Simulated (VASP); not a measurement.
# Ba (Fm-3m) in VASP: settings compared, part 2 of 2

VASP 6.6.1. The steps go on from the part before.

## 3. Single point, PBEsol

This run uses another cell than the first one, of 67.56 Å³/atom.

INCAR

```
SYSTEM = Ba
  PREC = Accurate
  ENCUT = 500
  EDIFF = 1E-6
  ISMEAR = -5
  SIGMA = 0.05
  LREAL = .False.
  LASPH = .True.
  NELM = 120
  ALGO = Normal
  ISIF = 2
  LWAVE = .False.
  LCHARG = .False.
  GGA = PS
  NBANDS = 11
  GGA_COMPAT = .False.
```

KPOINTS

```
regular mesh
0
Gamma
  7 7 7
  0 0 0
```

POSCAR

```
Ba
1.0
    0.0000000000      3.2326650050      3.2326650050
    3.2326650050      0.0000000000      3.2326650050
    3.2326650050      3.2326650050      0.0000000000
Ba
1
Direct
    0.0000000000      0.0000000000      0.0000000000
```

Potentials or basis: VASP PAW PBE potentials, release 64 (Ba_sv).

Run with:

```
$ cat potpaw_PBE.64/Ba_sv/POTCAR > POTCAR
$ mpirun -np 1 vasp_std > vasp.out
```

It took 20 s on 1 thread of Intel Xeon Platinum 8259CL at 2.50GHz (Skylake/Cascade Lake), shared host; peak memory 0.2 GiB.

The run converged. Its results:

| Item | Value |
| --- | --- |
| Free energy | -2.1055 eV |
| Pressure | -0.9 GPa |
| Band gap on the k mesh | zero (bands 5 and 6 overlap by 0.05 eV) |

Levels at points of the mesh, in eV from the Fermi level:
```tsv
k point	band 3	band 4	band 5	band 6	band 7	band 8
(0.00, 0.00, 0.00)	-13.95	-13.95	-2.74	1.71	1.71	1.71
```

Caveat: the PAW data sets were made with another functional, which shifts forces and pressure a little; spin-orbit coupling is left out, which moves the levels of the heavy elements; tetrahedron occupations give inexact forces and stress in metals.

## 4. Single point, rpbe exchange, lyp correlation (67.56 Å³/atom)

This run uses another cell than the first one, of 67.56 Å³/atom.

INCAR

```
PREC     = Accurate       # precision mode
ENCUT    = 500            # plane-wave cutoff, eV
EDIFF    = 1E-6           # SCF threshold, eV
ISMEAR   = -1             # smearing method
SIGMA    = 0.025          # smearing width, eV
LREAL    = False          # projectors in reciprocal space
LASPH    = True           # aspherical terms in the spheres
NELM     = 120            # most SCF steps
ALGO     = Normal         # electronic algorithm
ISIF     = 2              # what is computed and relaxed
LWAVE    = False          # write WAVECAR
LCHARG   = False          # write CHGCAR
GGA      = LIBXC          # functional
LIBXC1   = GGA_X_RPBE   
LIBXC2   = GGA_C_LYP    
NBANDS   = 11             # bands
GGA_COMPAT= False
```

KPOINTS

```
Automatic mesh
0
Gamma
  7 7 7
```

POSCAR

```
Ba
1.0
    0.0000000000      3.2326650028      3.2326650028
    3.2326650028      0.0000000000      3.2326650028
    3.2326650028      3.2326650028      0.0000000000
Ba
1
Direct
    0.0000000000      0.0000000000      0.0000000000
```

Run with:

```
$ cat potpaw_PBE.64/Ba_sv/POTCAR > POTCAR
$ mpirun -np 1 vasp_std > vasp.out
```

Run time: 26 s. Hardware: 1 thread of Intel Xeon Platinum 8259CL at 2.50GHz (Skylake/Cascade Lake), shared host; peak memory 0.2 GiB.

The run converged. Its results:

```yaml
Free_energy: -1.0527 eV
Pressure: 0.7 GPa
Band_gap_on_the_k_mesh: zero (bands 5 and 6 overlap by 0.04 eV)
```

Levels at points of the mesh, in eV from the Fermi level:
| k point | band 1 | band 2 | band 3 | band 4 | band 5 | band 6 | band 7 | band 8 | band 9 | band 10 |
| --- | --- | --- | --- | --- | --- | --- | --- | --- | --- | --- |
| (0.00, 0.00, 0.00) | -29.16 | -14.16 | -14.16 | -14.16 | -2.66 | 1.64 | 1.64 | 1.64 | 3.02 | 3.02 |

Caveat: the PAW data sets were made with another functional, which shifts forces and pressure a little; spin-orbit coupling is left out, which moves the levels of the heavy elements.

## 5. Single point, rpbe exchange, lyp correlation (68.91 Å³/atom)

This run uses another cell than the first one, of 68.91 Å³/atom.

INCAR

```
  ALGO = Normal
  EDIFF = 1E-6
  ENCUT = 500
  GGA = LIBXC
  GGA_COMPAT = F
  ISIF = 2
  ISMEAR = -1
  LASPH = T
  LCHARG = F
  LIBXC1 = GGA_X_RPBE
  LIBXC2 = GGA_C_LYP
  LREAL = F
  LWAVE = F
  NBANDS = 11
  NELM = 120
  PREC = Accurate
  SIGMA = 0.025
```

KPOINTS

```
k-points
0
Gamma
  7 7 7
```

POSCAR

```
Ba
1.0
    0.0000000000      3.2540740042      3.2540740042
    3.2540740042      0.0000000000      3.2540740042
    3.2540740042      3.2540740042      0.0000000000
Ba
1
Direct
    0.0000000000      0.0000000000      0.0000000000
```

Run with:

```
$ cat potpaw_PBE.64/Ba_sv/POTCAR > POTCAR
$ mpirun -np 1 vasp_std > vasp.out
```

Run time: 30 s. Hardware: 1 thread of Intel Xeon Platinum 8259CL at 2.50GHz (Skylake/Cascade Lake), shared host; peak memory 0.2 GiB.

The run converged. Its results:

* Free energy: -1.0578 eV
* Pressure: 0.5 GPa
* Band gap on the k mesh: zero (bands 5 and 6 overlap by 0.03 eV)

Levels at points of the mesh, in eV from the Fermi level:
```
           k point  band 3  band 4  band 5  band 6  band 7  band 8
(0.00, 0.00, 0.00)  -14.21  -14.21   -2.66    1.61    1.61    1.61
```

Caveat: the PAW data sets were made with another functional, which shifts forces and pressure a little; spin-orbit coupling is left out, which moves the levels of the heavy elements.

## 6. Single point, rpbe exchange, lyp correlation (70.27 Å³/atom)

This run uses another cell than the first one, of 70.27 Å³/atom.

INCAR

```
ALGO = Normal
EDIFF = 1E-6
ENCUT = 500
GGA = LIBXC
GGA_COMPAT = F
ISIF = 2
ISMEAR = -1
LASPH = T
LCHARG = F
LIBXC1 = GGA_X_RPBE
LIBXC2 = GGA_C_LYP
LREAL = F
LWAVE = F
NBANDS = 11
NELM = 120
PREC = Accurate
SIGMA = 0.025
```

KPOINTS is that of step 5.

POSCAR

```
Ba
1.0
    0.0000000000      3.2752049470      3.2752049470
    3.2752049470      0.0000000000      3.2752049470
    3.2752049470      3.2752049470      0.0000000000
Ba
1
Direct
    0.0000000000      0.0000000000      0.0000000000
```

Potentials or basis: VASP PAW PBE potentials, release 64 (Ba_sv).

Run with:

```
$ cat potpaw_PBE.64/Ba_sv/POTCAR > POTCAR
$ mpirun -np 1 vasp_std > vasp.out
```

OUTCAR:

```text
EDIFF = 1E-6
   ENCUT = 500
   GGA = LIBXC
   ISIF = 2
   ISMEAR = -1
   LASPH = T
   LREAL = F
   NELM = 120
   PREC = Accurate

 ion  position               nearest neighbor table
   1  0.000  0.000  0.000-

  LATTYP: Found a face centered cubic cell.
 ALAT       =     6.5504098940

  Lattice vectors:

 A1 = (   0.0000000000,   3.2752049470,   3.2752049470)
 A2 = (   3.2752049470,   0.0000000000,   3.2752049470)
 A3 = (   3.2752049470,   3.2752049470,   0.0000000000)

Analysis of symmetry for initial positions (statically):
=====================================================================
 Subroutine PRICEL returns:
 Original cell was already a primitive cell.

 Routine SETGRP: Setting up the symmetry group for a
 face centered cubic supercell.

 Subroutine GETGRP returns: Found 48 space group operations
 (whereof 48 operations were pure point group operations)
 out of a pool of 48 trial point group operations.

The static configuration has the point symmetry O_h .

Analysis of symmetry for dynamics (positions and initial velocities):
[... 161 lines left out ...]
 k-point     1 :       0.0000    0.0000    0.0000
  band No.  band energies     occupation
      1     -27.3322      2.00000
      2     -12.3492      2.00000
      3     -12.3492      2.00000
      4     -12.3492      2.00000
      5      -0.7451      2.00000
      6       3.4898      0.00000
      7       3.4898      0.00000
      8       3.4898      0.00000
      9       4.8021      0.00000
     10       4.8021      0.00000
     11       7.7753      0.00000
[... 253 lines left out ...]
 k-point    20 :      -0.2857    0.4286    0.1429
  band No.  band energies     occupation
      1     -27.3010      2.00000
      2     -12.5659      2.00000
      3     -12.5472      2.00000
      4     -12.4503      2.00000
      5       1.8926      1.28438
      6       2.2397      0.00000
      7       2.7323      0.00000
      8       4.0841      0.00000
      9       5.7668      0.00000
     10       6.1655      0.00000
     11       7.4057      0.00000

------------------------ aborting loop because EDIFF is reached ----------------------------------------

  FORCE on cell =-STRESS in cart. coord.  units (eV):
  Direction    XX          YY          ZZ          XY          YZ          ZX
  --------------------------------------------------------------------------------------
  -------------------------------------------------------------------------------------
  Total        0.1395975      0.1395975      0.1395975      0.0000000      0.0000000     -0.0000000
  in kB        3.1830442      3.1830442      3.1830442      0.0000000      0.0000000     -0.0000000
  external PRESSURE =       3.1830442 kB  Pullay stress =       0.0000000 kB

 VOLUME and BASIS-vectors are now :
 -----------------------------------------------------------------------------
  energy-cutoff  :      500.00
  volume of cell :       70.27
      direct lattice vectors                 reciprocal lattice vectors
     0.000000000  3.275204947  3.275204947    -0.152662202  0.152662202  0.152662202
     3.275204947  0.000000000  3.275204947     0.152662202 -0.152662202  0.152662202
     3.275204947  3.275204947  0.000000000     0.152662202  0.152662202 -0.152662202

 POSITION                                       TOTAL-FORCE (eV/Angst)
 -----------------------------------------------------------------------------------
      0.00000      0.00000      0.00000         0.000000      0.000000      0.000000
 -----------------------------------------------------------------------------------
    total drift:                               -0.000000      0.000000      0.000000

  FREE ENERGIE OF THE ION-ELECTRON SYSTEM (eV)
  ---------------------------------------------------
  free  energy   TOTEN  =        -1.0612386521 eV

  energy  without entropy=       -1.0574049503  energy(sigma->0) =       -1.05932180
```

Wall time 25 s (1 thread of Intel Xeon Platinum 8259CL at 2.50GHz (Skylake/Cascade Lake), shared host); peak memory 0.2 GiB.

Results:

```
Free energy            : -1.0612 eV
Pressure               : 0.3 GPa
Band gap on the k mesh : zero (bands 5 and 6 overlap by 0.02 eV)
```

Levels at points of the mesh, in eV from the Fermi level:
```csv
k point,band 2,band 3,band 4,band 5,band 6,band 7,band 8,band 9
"(0.00, 0.00, 0.00)",-14.26,-14.26,-14.26,-2.65,1.58,1.58,1.58,2.89
```

Caveat: the PAW data sets were made with another functional, which shifts forces and pressure a little; spin-orbit coupling is left out, which moves the levels of the heavy elements.

## 7. Summary

| level | cell | smearing | gap on the mesh (eV) | pressure (GPa) |
| --- | --- | --- | --- | --- |
| rpbe exchange, lyp correlation | a = 4.541 Å, angles 60.0°, 1 atom | fermi-dirac 0.025 eV | none | 0.9 |
| PBEsol | a = 4.572 Å, angles 60.0°, 1 atom | tetrahedron | none | -0.9 |
| rpbe exchange, lyp correlation | a = 4.572 Å, angles 60.0°, 1 atom | fermi-dirac 0.025 eV | none | 0.7 |
| rpbe exchange, lyp correlation | a = 4.602 Å, angles 60.0°, 1 atom | fermi-dirac 0.025 eV | none | 0.5 |
| rpbe exchange, lyp correlation | a = 4.632 Å, angles 60.0°, 1 atom | fermi-dirac 0.025 eV | none | 0.3 |

Alike in all rows: task single point; potentials or basis VASP PAW PBE potentials, release 64 (Ba_sv); no spin polarisation; k mesh 7 × 7 × 7; cutoff (eV) 500.

Caveats: the PAW data sets were made with another functional, which shifts forces and pressure a little; spin-orbit coupling is left out, which moves the levels of the heavy elements; tetrahedron occupations give inexact forces and stress in metals (at least some runs).

Absolute energies hang on the potentials; compare differences alone.
